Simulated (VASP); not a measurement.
C: single point with r2SCAN

C:

```
CELL_PARAMETERS angstrom
1.78011 1.78011 0.00000
-1.78011 1.78011 0.00000
0.00000 0.00000 3.56021
ATOMIC_POSITIONS crystal
C 0.25000 0.50000 0.37500
C 0.75000 0.00000 0.87500
C 0.25000 0.00000 0.12500
C 0.75000 0.50000 0.62500
```

```yaml
Program: VASP 6.6.1
Task: single point
Functional: r2SCAN
Potentials_or_basis: VASP PAW PBE potentials, release 64 (C)
Cutoff: 520 eV
k_mesh: 10 × 10 × 7
Occupations: fermi-dirac, width 0.02 eV
Spin: no spin polarisation
Dipole_correction: no
Further_INCAR_settings: ALGO = Normal; EDIFF = 1e-06; NBANDS = 16
```

```yaml
Pressure: 1.2 GPa
Band_gap_on_the_k_mesh: 4.33 eV
```

Levels at points of the mesh, in eV from the valence-band top:
```
           k point  band 4  band 5  band 6  band 7  band 8  band 9  band 10  band 11  band 12  band 13
(0.00, 0.00, 0.00)   -6.69   -6.69    0.00    0.00    0.00    5.01     5.01     5.85     5.85     5.85
(0.50, 0.00, 0.00)   -9.31   -8.05   -8.05   -3.22   -3.22    8.34     8.34    10.57    10.57    13.11
(0.50, 0.50, 0.00)  -13.63   -6.69   -6.69   -6.69   -6.69    5.01     5.01     5.01     5.01    17.96
```

Wall time 87 s on 1 thread of Intel(R) Xeon(R) Platinum 8259CL CPU @ 2.50GHz (Skylake/Cascade Lake), on a shared host, peak memory 0.14 GiB.

Caveat: the PAW data sets were made with another functional, which shifts forces and pressure a little; an odd mesh through Γ misses points on the zone boundary, where band edges can lie.
